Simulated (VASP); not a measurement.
Input of a VASP 6.6.1 run:

INCAR

```
ALGO = Normal
EDIFF = 1E-6
ENCUT = 500
GGA = CA
GGA_COMPAT = F
ISIF = 2
ISMEAR = 0
LASPH = T
LCHARG = T
LELF = T
LREAL = F
LVHAR = T
LWAVE = F
NBANDS = 8
NELM = 120
PREC = Accurate
SIGMA = 0.1
```

File KPOINTS:

```
k-points
0
Gamma
  18 18 18
```

POSCAR

```
Al
1.0
    0.0000000000      1.9917798377      1.9917798377
    1.9917798377      0.0000000000      1.9917798377
    1.9917798377      1.9917798377      0.0000000000
Al
1
Direct
    0.0000000000      0.0000000000      0.0000000000
```

Potentials or basis: VASP PAW LDA potentials, release 64 (Al).

Run with:

```bash
$ cat potpaw_LDA.64/Al/POTCAR > POTCAR
$ mpirun -np 1 vasp_std > vasp.out
```

(1) Predict the band gap on the k mesh.

(2) What does it give for the pressure?

## Answers

(1) zero (an odd number of electrons rules out a gap without spin polarisation).

(2) 0.1 GPa.
